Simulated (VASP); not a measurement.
# TlCu3I4 (P-43m) in VASP: a series of runs

The runs below take TlCu3I4 through single point, relaxation of cell and atoms, with PBEsol, r2SCAN+rVV10.

Program: VASP 6.6.1. These are calculated values, not measurements. Logs are shortened: lines on timing, memory, paths and dates and some standing lists are left out, and cuts for length are marked.

### 1 The cell of the first run

Symmetry: P-43m, No. 215, cubic system. The conventional cell has a = 6.352 Å, b = 6.352 Å, c = 6.352 Å, α = 90.00°, β = 90.00°, γ = 90.00°. Tl (site symmetry -43m) has 4 I at 3.14 Å within 4.1 Å. Within 3.5 Å of Cu (site symmetry -42m) lie 4 I at 2.65 Å. Within 3.5 Å of I (site symmetry 3m) lie 3 Cu at 2.65 Å and 1 Tl at 3.14 Å.

### 2 Single point, PBEsol

File INCAR:

```
SYSTEM = TlCu3I4
  PREC = Accurate
  ENCUT = 520
  EDIFF = 1E-6
  ISMEAR = -1
  SIGMA = 0.03
  LREAL = .False.
  LASPH = .True.
  NELM = 100
  ALGO = Normal
  ISIF = 2
  LWAVE = .False.
  LCHARG = .False.
  GGA = PS
  NBANDS = 47
```

File KPOINTS:

```
regular mesh
0
Gamma
  4 4 4
  0 0 0
```

File POSCAR:

```
TlCu3I4
1.0
    6.3523826579      0.0000000000      0.0000000000
    0.0000000000      6.3523826579      0.0000000000
    0.0000000000      0.0000000000      6.3523826579
Tl Cu I
1 3 4
Direct
    0.0000000000      0.0000000000      0.0000000000
    0.0000000000      0.5000000000      0.5000000000
    0.5000000000      0.0000000000      0.5000000000
    0.5000000000      0.5000000000      0.0000000000
    0.2853651069      0.2853651069      0.2853651069
    0.7146348931      0.7146348931      0.2853651069
    0.2853651069      0.7146348931      0.7146348931
    0.7146348931      0.2853651069      0.7146348931
```

Potentials or basis: VASP PAW PBE potentials, release 64 (Tl_d, Cu, I).

The run is started by

```console
cat potpaw_PBE.64/Tl_d/POTCAR potpaw_PBE.64/Cu/POTCAR potpaw_PBE.64/I/POTCAR > POTCAR
mpirun -np 1 vasp_std > vasp.out
```

OUTCAR:

```text
SYSTEM = TlCu3I4
   PREC = Accurate
   ENCUT = 520
   EDIFF = 1E-6
   ISMEAR = -1
   LREAL = .False.
   LASPH = .True.
   NELM = 100
   ISIF = 2
   GGA = PS

 ion  position               nearest neighbor table
   1  0.000  0.000  0.000-   5 3.14   6 3.14   7 3.14   8 3.14
   2  0.000  0.500  0.500-   5 2.65   6 2.65   7 2.65   8 2.65
   3  0.500  0.000  0.500-   5 2.65   6 2.65   7 2.65   8 2.65
   4  0.500  0.500  0.000-   5 2.65   6 2.65   7 2.65   8 2.65
   5  0.285  0.285  0.285-   2 2.65   3 2.65   4 2.65   1 3.14
   6  0.715  0.715  0.285-   2 2.65   3 2.65   4 2.65   1 3.14
   7  0.285  0.715  0.715-   2 2.65   3 2.65   4 2.65   1 3.14
   8  0.715  0.285  0.715-   2 2.65   3 2.65   4 2.65   1 3.14

  LATTYP: Found a simple cubic cell.
 ALAT       =     6.3523826579

  Lattice vectors:

 A1 = (   6.3523826579,   0.0000000000,   0.0000000000)
 A2 = (   0.0000000000,   6.3523826579,   0.0000000000)
 A3 = (   0.0000000000,   0.0000000000,   6.3523826579)

Analysis of symmetry for initial positions (statically):
=====================================================================
 Subroutine PRICEL returns:
 Original cell was already a primitive cell.

 Routine SETGRP: Setting up the symmetry group for a
 simple cubic supercell.

 Subroutine GETGRP returns: Found 24 space group operations
 (whereof 24 operations were pure point group operations)
 out of a pool of 48 trial point group operations.

The static configuration has the point symmetry T_d .

Analysis of symmetry for dynamics (positions and initial velocities):
=====================================================================
 Subroutine PRICEL returns:
 Original cell was already a primitive cell.

 Routine SETGRP: Setting up the symmetry group for a
 simple cubic supercell.

 Subroutine GETGRP returns: Found 24 space group operations
 (whereof 24 operations were pure point group operations)
 out of a pool of 48 trial point group operations.

The dynamic configuration has the point symmetry T_d .

 Subroutine INISYM returns: Found 24 space group operations
 (whereof 24 operations are pure point group operations),
 and found     1 'primitive' translations

----------------------------------------------------------------------------------------

                                     Primitive cell

  volume of cell :     256.3362

  direct lattice vectors                    reciprocal lattice vectors
     6.352382658  0.000000000  0.000000000     0.157421247  0.000000000  0.000000000
     0.000000000  6.352382658  0.000000000     0.000000000  0.157421247  0.000000000
     0.000000000  0.000000000  6.352382658     0.000000000  0.000000000  0.157421247

  length of vectors
     6.352382658  6.352382658  6.352382658     0.157421247  0.157421247  0.157421247

  position of ions in fractional coordinates (direct lattice)
     0.000000000  0.000000000  0.000000000
     0.000000000  0.500000000  0.500000000
     0.500000000  0.000000000  0.500000000
     0.500000000  0.500000000  0.000000000
     0.285365107  0.285365107  0.285365107
     0.714634893  0.714634893  0.285365107
     0.285365107  0.714634893  0.714634893
     0.714634893  0.285365107  0.714634893

  ion indices of the primitive-cell ions
   primitive index   ion index
                 1           1
                 2           2
                 3           3
                 4           4
                 5           5
                 6           6
                 7           7
                 8           8

----------------------------------------------------------------------------------------

 KPOINTS: regular mesh

Automatic generation of k-mesh.
 Grid dimensions read from file:
 generate k-points for:    4    4    4

 Generating k-lattice:

  Cartesian coordinates                     Fractional coordinates (reciprocal lattice)
     0.039355312  0.000000000  0.000000000     0.250000000  0.000000000  0.000000000
     0.000000000  0.039355312  0.000000000     0.000000000  0.250000000  0.000000000
     0.000000000  0.000000000  0.039355312     0.000000000  0.000000000  0.250000000

  Length of vectors
     0.039355312  0.039355312  0.039355312

  Shift w.r.t. Gamma in fractional coordinates (k-lattice)
     0.000000000  0.000000000  0.000000000

 Subroutine IBZKPT returns following result:
 ===========================================

 Found     10 irreducible k-points:

 Following reciprocal coordinates:
            Coordinates               Weight
  0.000000  0.000000  0.000000      1.000000
  0.250000  0.000000  0.000000      6.000000
  0.500000  0.000000  0.000000      3.000000
  0.250000  0.250000  0.000000     12.000000
  0.500000  0.250000  0.000000     12.000000
  0.500000  0.500000  0.000000      3.000000
  0.250000  0.250000  0.250000      8.000000
  0.500000  0.250000  0.250000     12.000000
  0.500000  0.500000  0.250000      6.000000
  0.500000  0.500000  0.500000      1.000000
   k-points           NKPTS =     10   k-points in BZ     NKDIM =     10   number of bands    NBANDS=     47
   number of dos      NEDOS =    301   number of ions     NIONS =      8
   total plane-waves  NPLWV = 110592
   dimension x,y,z NGX =    48 NGY =   48 NGZ =   48
   dimension x,y,z NGXF=    96 NGYF=   96 NGZF=   96
   ions per type =               1   3   4
   NGX,Y,Z   is equivalent  to a cutoff of  12.56, 12.56, 12.56 a.u.
   NGXF,Y,Z  is equivalent  to a cutoff of  25.12, 25.12, 25.12 a.u.
 SYSTEM =  TlCu3I4
   PREC   = accura    normal or accurate (medium, high low for compatibility)
   ISTART =      0    job   : 0-new  1-cont  2-samecut
   ICHARG =      2    charge: 1-file 2-atom 10-const
   ISPIN  =      1    spin polarized calculation?
   LNONCOLLINEAR =      F non collinear calculations
   LSORBIT =      F    spin-orbit coupling
   LASPH  =      T    aspherical Exc in radial PAW
   ENCUT  =  520.0 eV  38.22 Ry    6.18 a.u.  11.81 11.81 11.81*2*pi/ulx,y,z
   NELM   =    100;   NELMIN=  2; NELMDL= -5     # of ELM steps
   EDIFF  = 0.1E-05   stopping-criterion for ELM
   LREAL  =      F    real-space projection
   EDIFFG = 0.1E-04   stopping-criterion for IOM
   NSW    =      0    number of steps for IOM
   IBRION =     -1    ionic relax: 0-MD 1-quasi-New 2-CG
   NFREE  =      0    steps in history (QN), initial steepest desc. (CG)
   ISIF   =      2    stress and relaxation
   ISYM   =      2    0-nonsym 1-usesym 2-fastsym
   POTIM  = 0.5000    time-step for ionic-motion
   TEBEG  =    0.0;   TEEND  =   0.0 temperature during run
   PSTRESS=    0.0 pullay stress
   NELECT =      74.0000    total number of electrons
   NUPDOWN=      -1.0000    fix difference up-down
   EMIN   =  10.00;   EMAX   =-10.00  energy-range for DOS
   EFERMI =   0.00;   METHOD = LEGACY
   ISMEAR =    -1;   SIGMA  =   0.03  broadening in eV -4-tet -1-fermi 0-gaus
   EFERMI_NEDOS =   21; number of points for ismear=-14 and -15
   IALGO  =     38    algorithm
   IMIX   =      4    mixing-type and parameters
     AMIX     =   0.40;   BMIX     =  1.00
     AMIX_MAG =   1.60;   BMIX_MAG =  1.00
  volume/ion in A,a.u.               =      32.04       216.23
  Fermi-wavevector in a.u.,A,eV,Ry     =   1.081970  2.044628 15.927798  1.170660
  Thomas-Fermi vector in A             =   2.218000
   LORBIT       =      0    0 simple, 1 ext, 2 COOP (PROOUT), +10 PAW based schemes
   GGA     = PS    functional components
   LHFCALC =     F    Hartree Fock is set to
   AEXX    =    0.0000 exact exchange contribution
   IVDW    =     0    specifies the selected vdW correction
   LEPSILON=     F    determine dielectric tensor
   LRPA    =     F    only Hartree local field effects (RPA)
 non-spin polarized calculation
  energy-cutoff  :      520.00
  volume of cell :      256.34
 maximum number of plane-waves:      6968
 NGX is ok and might be reduce to    48
   NGX = 23   NGY = 23   NGZ = 23

 number of electron      74.0000102 magnetization

 Free energy of the ion-electron system (eV)
  ---------------------------------------------------
  ext. energy  EPLUGINS =         0.00000000
  ---------------------------------------------------
  free energy    TOTEN  =       -23.37169259 eV

  energy without entropy =      -23.37169259  energy(sigma->0) =      -23.37169259

 E-fermi :   4.1825     XC(G=0):  -8.6747

 val. band max:        3.6109601849   @ k =   0.5000   0.0000   0.0000
 cond. band min:       4.6999512637   @ k =   0.0000   0.0000   0.0000
 fundamental gap:      1.0889910788
 Fermi energy:         4.1824969747

 k-point     1 :       0.0000    0.0000    0.0000
  band No.  band energies     occupation
      1     -10.0109      2.00000
      2      -9.3133      2.00000
      3      -9.3133      2.00000
      4      -9.3133      2.00000
      5      -6.9981      2.00000
      6      -6.9981      2.00000
[... 39 lines left out ...]
     46       7.8954      0.00000
     47      10.4843      0.00000

 k-point     2 :       0.2500    0.0000    0.0000
  band No.  band energies     occupation
      1      -9.9452      2.00000
      2      -9.3936      2.00000
      3      -9.3127      2.00000
      4      -9.3127      2.00000
      5      -7.0030      2.00000
      6      -6.9978      2.00000
[... 39 lines left out ...]
     46       8.3435      0.00000
     47       9.7407      0.00000

 k-point     3 :       0.5000    0.0000    0.0000
  band No.  band energies     occupation
      1      -9.8517      2.00000
      2      -9.5016      2.00000
      3      -9.3120      2.00000
      4      -9.3120      2.00000
      5      -7.0148      2.00000
      6      -6.9975      2.00000
[... 339 lines left out ...]
     46       8.8489      0.00000
     47       8.9557      0.00000

 k-point    10 :       0.5000    0.5000    0.5000
  band No.  band energies     occupation
      1      -9.6221      2.00000
      2      -9.4525      2.00000
      3      -9.4525      2.00000
      4      -9.4525      2.00000
      5      -6.9939      2.00000
      6      -6.9939      2.00000
[... 39 lines left out ...]
     46       8.7024      0.00000
     47       9.4315      0.00000

------------------------ aborting loop because EDIFF is reached ----------------------------------------

  FORCE on cell =-STRESS in cart. coord.  units (eV):
  Direction    XX          YY          ZZ          XY          YZ          ZX
  --------------------------------------------------------------------------------------
  -------------------------------------------------------------------------------------
  Total        0.0485442      0.0485442      0.0485442      0.0000000      0.0000000     -0.0000000
  in kB        0.3034157      0.3034157      0.3034157      0.0000000      0.0000000     -0.0000000
  external PRESSURE =       0.3034157 kB  Pullay stress =       0.0000000 kB

 VOLUME and BASIS-vectors are now :
 -----------------------------------------------------------------------------
  energy-cutoff  :      520.00
  volume of cell :      256.34
      direct lattice vectors                 reciprocal lattice vectors
     6.352382658  0.000000000  0.000000000     0.157421247  0.000000000  0.000000000
     0.000000000  6.352382658  0.000000000     0.000000000  0.157421247  0.000000000
     0.000000000  0.000000000  6.352382658     0.000000000  0.000000000  0.157421247

 POSITION                                       TOTAL-FORCE (eV/Angst)
 -----------------------------------------------------------------------------------
      0.00000      0.00000      0.00000         0.000000      0.000000      0.000000
      0.00000      3.17619      3.17619         0.000000      0.000000     -0.000000
      3.17619      0.00000      3.17619         0.000000      0.000000     -0.000000
      3.17619      3.17619      0.00000         0.000000      0.000000      0.000000
      1.81275      1.81275      1.81275        -0.002060     -0.002060     -0.002060
      4.53963      4.53963      1.81275         0.002060      0.002060     -0.002060
      1.81275      4.53963      4.53963        -0.002060      0.002060      0.002060
      4.53963      1.81275      4.53963         0.002060     -0.002060      0.002060
 -----------------------------------------------------------------------------------
    total drift:                               -0.000000     -0.000000     -0.000000

  FREE ENERGIE OF THE ION-ELECTRON SYSTEM (eV)
  ---------------------------------------------------
  free  energy   TOTEN  =       -23.3716925948 eV

  energy  without entropy=      -23.3716925936  energy(sigma->0) =      -23.37169259
```

Wall time 92 s (1 thread of Intel Xeon 6975P-C (Granite Rapids), shared host); peak memory 0.39 GiB.

What came out:

```yaml
Free_energy: -23.3717 eV
Pressure: 0.0 GPa
Largest_force: 0.004 eV/Å
Band_gap_on_the_k_mesh: 1.09 eV (least direct gap 1.34 eV)
```

Forces in eV/Å, atoms in the order of the input:
```
Tl   0.000  0.000  0.000
Cu   0.000  0.000  0.000
Cu   0.000  0.000  0.000
Cu   0.000  0.000  0.000
I   -0.002 -0.002 -0.002
I    0.002  0.002 -0.002
I   -0.002  0.002  0.002
I    0.002 -0.002  0.002
```

Levels at points of the mesh, in eV from the valence-band top:
| k point | band 34 | band 35 | band 36 | band 37 | band 38 | band 39 | band 40 | band 41 |
| --- | --- | --- | --- | --- | --- | --- | --- | --- |
| (0.00, 0.00, 0.00) | -0.92 | -0.25 | -0.25 | -0.25 | 1.09 | 2.39 | 2.39 | 2.39 |
| (0.50, 0.00, 0.00) | -1.11 | -0.72 | -0.72 | 0.00 | 2.32 | 2.69 | 3.19 | 3.57 |
| (0.50, 0.50, 0.00) | -0.85 | -0.85 | -0.46 | -0.21 | 2.95 | 2.97 | 2.97 | 3.72 |
| (0.50, 0.50, 0.50) | -1.07 | -0.38 | -0.38 | -0.38 | 1.95 | 1.95 | 1.95 | 3.81 |

Caveat: the PAW data sets were made with another functional, which shifts forces and pressure a little; spin-orbit coupling is left out, which moves the levels of the heavy elements.

(Part 1 of 2 ends here.)
